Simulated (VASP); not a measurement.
# AlCo (Pm-3m) in VASP: single point with PBEsol+D3(BJ)

Aim: the single point of AlCo with PBEsol+D3(BJ).

Everything below comes from runs of VASP 6.6.1. Logs are shortened: lines on timing, memory, paths and dates and some standing lists are left out, and cuts for length are marked.

### 1 The cell of the first run

Symmetry: Pm-3m, No. 221, cubic system. Conventional cell: a = 2.819 Å, b = 2.819 Å, c = 2.819 Å, α = 90.00°, β = 90.00°, γ = 90.00°. Within 3.2 Å of Al (site symmetry m-3m) lie 8 Co at 2.44 Å and 6 Al at 2.82 Å. Co (site symmetry m-3m) has 8 Al at 2.44 Å and 6 Co at 2.82 Å within 3.2 Å.

### 2 Single point, PBEsol+D3(BJ), collinear spin, ferromagnetic start

Contents of INCAR:

```
SYSTEM = AlCo
PREC     = Accurate       ! precision mode
ENCUT    = 600            ! plane-wave cutoff, eV
EDIFF    = 1E-6           ! SCF threshold, eV
ISMEAR   = 1              ! smearing method
SIGMA    = 0.01           ! smearing width, eV
LREAL    = .False.        ! projectors in reciprocal space
LASPH    = .True.         ! aspherical terms in the spheres
NELM     = 200            ! most SCF steps
ALGO     = Normal         ! electronic algorithm
ISIF     = 2              ! what is computed and relaxed
LWAVE    = .False.        ! write WAVECAR
LCHARG   = .False.        ! write CHGCAR
ISPIN    = 2              ! spin polarisation
MAGMOM   = 0 2.5          ! initial moments
LORBIT   = 11             ! projections on sites
LMAXMIX  = 4              ! l up to which the mixer works
GGA      = PS             ! functional
IVDW     = 12             ! dispersion correction
NBANDS   = 17             ! bands
GGA_COMPAT= .False.
```

Contents of KPOINTS:

```
Automatic mesh
0
Gamma
  5 5 5
  0 0 0
```

Contents of POSCAR:

```
AlCo
1.0
    2.8194032100      0.0000000000      0.0000000000
    0.0000000000      2.8194032100      0.0000000000
    0.0000000000      0.0000000000      2.8194032100
Al Co
1 1
Direct
    0.0000000000      0.0000000000      0.0000000000
    0.4999999982      0.4999999982      0.4999999982
```

Potentials or basis: VASP PAW PBE potentials, release 64 (Al, Co).

Launch:

```
$ cat potpaw_PBE.64/Al/POTCAR potpaw_PBE.64/Co/POTCAR > POTCAR
$ mpirun -np 1 vasp_std > vasp.out
```

OUTCAR:

```text
SYSTEM = AlCo
   PREC = Accurate
   ENCUT = 600
   EDIFF = 1E-6
   ISMEAR = 1
   LREAL = .False.
   LASPH = .True.
   NELM = 200
   ISIF = 2
   ISPIN = 2
   LORBIT = 11
   GGA = PS
   IVDW = 12
 IVDW          = 12

 ion  position               nearest neighbor table
   1  0.000  0.000  0.000-   2 2.44   2 2.44   2 2.44   2 2.44   2 2.44   2 2.44   2 2.44   2 2.44

   2  0.500  0.500  0.500-   1 2.44   1 2.44   1 2.44   1 2.44   1 2.44   1 2.44   1 2.44   1 2.44

  LATTYP: Found a simple cubic cell.
 ALAT       =     2.8194032100

  Lattice vectors:

 A1 = (   2.8194032100,   0.0000000000,   0.0000000000)
 A2 = (   0.0000000000,   2.8194032100,   0.0000000000)
 A3 = (   0.0000000000,   0.0000000000,   2.8194032100)

Analysis of symmetry for initial positions (statically):
=====================================================================
 Subroutine PRICEL returns:
 Original cell was already a primitive cell.

 Routine SETGRP: Setting up the symmetry group for a
 simple cubic supercell.

 Subroutine GETGRP returns: Found 48 space group operations
 (whereof 48 operations were pure point group operations)
 out of a pool of 48 trial point group operations.

The static configuration has the point symmetry O_h .

Analysis of symmetry for dynamics (positions and initial velocities):
=====================================================================
 Subroutine PRICEL returns:
 Original cell was already a primitive cell.

 Routine SETGRP: Setting up the symmetry group for a
 simple cubic supercell.

 Subroutine GETGRP returns: Found 48 space group operations
 (whereof 48 operations were pure point group operations)
 out of a pool of 48 trial point group operations.

The dynamic configuration has the point symmetry O_h .

Analysis of structural, dynamic, and magnetic symmetry:
=====================================================================
 Subroutine PRICEL returns:
 Original cell was already a primitive cell.

 Routine SETGRP: Setting up the symmetry group for a
 simple cubic supercell.

 Subroutine GETGRP returns: Found 48 space group operations
 (whereof 48 operations were pure point group operations)
 out of a pool of 48 trial point group operations.

The overall configuration has the point symmetry O_h .

 Subroutine INISYM returns: Found 48 space group operations
 (whereof 48 operations are pure point group operations),
 and found     1 'primitive' translations

[... 105 lines left out ...]
   LHFCALC =     F    Hartree Fock is set to
   AEXX    =    0.0000 exact exchange contribution
   IVDW    =    12    specifies the selected vdW correction
   LEPSILON=     F    determine dielectric tensor
   LRPA    =     F    only Hartree local field effects (RPA)
 spin polarized calculation
 Methfessel and Paxton  Order N= 1 SIGMA  =   0.01
  energy-cutoff  :      600.00
  volume of cell :       22.41
 maximum number of plane-waves:       752
 NGX is ok and might be reduce to    24
   NGX = 11   NGY = 11   NGZ = 11

 number of electron      11.9999996 magnetization      -0.0017158

 number of electron      11.9999996 magnetization       0.0043863

 Free energy of the ion-electron system (eV)
  ---------------------------------------------------
  ext. energy  EPLUGINS =         0.00000000
  ---------------------------------------------------
  free energy    TOTEN  =       -13.09593656 eV

  energy without entropy =      -13.09597577  energy(sigma->0) =      -13.09594963

 E-fermi :  10.7779     XC(G=0): -12.5460

 val. band max:       10.7704376932   @ k =   0.4000   0.4000   0.4000
 cond. band min:      10.9248874396   @ k =   0.4000   0.4000   0.0000
 fundamental gap:      0.1544497464
 Fermi energy:        10.7778621339

 spin component 1

 k-point     1 :       0.0000    0.0000    0.0000
  band No.  band energies     occupation
      1      -0.4054      1.00000
      2       7.7178      1.00000
      3       7.7178      1.00000
      4       9.9823      1.00000
      5       9.9823      1.00000
      6       9.9823      1.00000
[... 176 lines left out ...]
      3       7.0387      1.00000
      4      10.0554      1.00000
      5      10.0554      1.00000
      6      10.7678      1.02618
[... 9 lines left out ...]
     16      40.9476      0.00000
     17      40.9477      0.00000
 Fermi energy:        10.7778621339

 spin component 2

 k-point     1 :       0.0000    0.0000    0.0000
  band No.  band energies     occupation
      1      -0.4028      1.00000
      2       7.7192      1.00000
      3       7.7192      1.00000
      4       9.9841      1.00000
      5       9.9841      1.00000
      6       9.9841      1.00000
[... 177 lines left out ...]
      4      10.0564      1.00000
      5      10.0564      1.00000
      6      10.7704      0.97382
[... 9 lines left out ...]
     16      40.9505      0.00000
     17      40.9505      0.00000

------------------------ aborting loop because EDIFF is reached ----------------------------------------

 Edisp (eV)   -0.83032

 E8    (eV) :    -0.5546

  FORCE on cell =-STRESS in cart. coord.  units (eV):
  Direction    XX          YY          ZZ          XY          YZ          ZX
  --------------------------------------------------------------------------------------
  -------------------------------------------------------------------------------------
  Total      -0.80997    -0.80997    -0.80997    -0.00000     0.00000    -0.00000
  in kB     -57.90356   -57.90356   -57.90356    -0.00000     0.00000    -0.00000
  external pressure =      -57.90 kB  Pullay stress =        0.00 kB

 VOLUME and BASIS-vectors are now :
 -----------------------------------------------------------------------------
  energy-cutoff  :      600.00
  volume of cell :       22.41
      direct lattice vectors                 reciprocal lattice vectors
     2.819403210  0.000000000  0.000000000     0.354684990  0.000000000  0.000000000
     0.000000000  2.819403210  0.000000000     0.000000000  0.354684990  0.000000000
     0.000000000  0.000000000  2.819403210     0.000000000  0.000000000  0.354684990

 POSITION                                       TOTAL-FORCE (eV/Angst)
 -----------------------------------------------------------------------------------
      0.00000      0.00000      0.00000         0.000000      0.000000      0.000000
      1.40970      1.40970      1.40970         0.000000      0.000000      0.000000
 -----------------------------------------------------------------------------------
    total drift:                                0.000000      0.000000      0.000000

  FREE ENERGIE OF THE ION-ELECTRON SYSTEM (eV)
  ---------------------------------------------------
  free  energy   TOTEN  =       -13.9262593283 eV

  energy  without entropy=      -13.9262985409  energy(sigma->0) =      -13.92627240

 total charge

# of ion       s       p       d       tot
------------------------------------------
    1        0.397   0.438   0.000   0.835
    2        0.455   0.542   7.521   8.517
--------------------------------------------------
tot          0.852   0.980   7.521   9.352

 magnetization (x)

# of ion       s       p       d       tot
------------------------------------------
    1       -0.000   0.000   0.000   0.000
    2        0.000   0.001   0.001   0.002
--------------------------------------------------
tot          0.000   0.001   0.001   0.002
```

OSZICAR:

```text
N       E                     dE             d eps       ncg     rms          rms(c)
DAV:   1     0.395451842517E+02    0.39545E+02   -0.52281E+03   704   0.799E+02
DAV:   2    -0.120805748088E+02   -0.51626E+02   -0.46394E+02   722   0.165E+02
DAV:   3    -0.143091846439E+02   -0.22286E+01   -0.21532E+01   848   0.347E+01
DAV:   4    -0.143438073200E+02   -0.34623E-01   -0.34584E-01   818   0.379E+00
DAV:   5    -0.143447573379E+02   -0.95002E-03   -0.94998E-03   833   0.694E-01    0.148E+01
DAV:   6    -0.172639740491E+02   -0.29192E+01   -0.46551E+01   763   0.769E+01    0.174E+01
DAV:   7    -0.130949449025E+02    0.41690E+01   -0.26167E+01   778   0.487E+01    0.370E+00
DAV:   8    -0.131126434996E+02   -0.17699E-01   -0.30942E-01   840   0.374E+00    0.158E+00
DAV:   9    -0.131012086687E+02    0.11435E-01   -0.11013E-02   977   0.849E-01    0.116E+00
DAV:  10    -0.130961888505E+02    0.50198E-02   -0.35001E-03   766   0.458E-01    0.343E-01
DAV:  11    -0.130959571987E+02    0.23165E-03   -0.52384E-04   886   0.163E-01    0.124E-01
DAV:  12    -0.130959356727E+02    0.21526E-04   -0.22346E-05   867   0.405E-02    0.712E-02
DAV:  13    -0.130959329481E+02    0.27246E-05   -0.25576E-05   862   0.390E-02    0.268E-02
DAV:  14    -0.130959358026E+02   -0.28545E-05   -0.29092E-06   500   0.105E-02    0.571E-03
DAV:  15    -0.130959365588E+02   -0.75620E-06   -0.43761E-07   388   0.656E-03
   1 F= -.13926259E+02 E0= -.13926272E+02  d E =0.392126E-04  mag=     0.0025
```

Run time: 19 s. Hardware: 1 thread of AMD EPYC 7R43 (Zen 3), shared host; peak memory 0.12 GiB.

Results:

| Property | Result |
| --- | --- |
| Free energy | -13.9263 eV |
| Pressure | -5.8 GPa |
| Net moment | 0.00 μB per cell |
| Valence electrons inside the program's atomic spheres | Al 0.83; Co 8.52 |
| Dispersion energy per atom | -0.415 eV |

Levels at points of the mesh, in eV from the Fermi level:
Spin up:
| k point | band 2 | band 3 | band 4 | band 5 | band 6 | band 7 | band 8 | band 9 | band 10 | band 11 |
| --- | --- | --- | --- | --- | --- | --- | --- | --- | --- | --- |
| (0.00, 0.00, 0.00) | -3.06 | -3.06 | -0.80 | -0.80 | -0.80 | 6.23 | 6.23 | 6.23 | 8.98 | 8.98 |
Spin down:
| k point | band 2 | band 3 | band 4 | band 5 | band 6 | band 7 | band 8 | band 9 | band 10 | band 11 |
| --- | --- | --- | --- | --- | --- | --- | --- | --- | --- | --- |
| (0.00, 0.00, 0.00) | -3.06 | -3.06 | -0.79 | -0.79 | -0.79 | 6.23 | 6.23 | 6.23 | 8.98 | 8.98 |

Caveat: the k points lie up to 0.45 Å⁻¹ apart; the PAW data sets were made with another functional, which shifts forces and pressure a little.
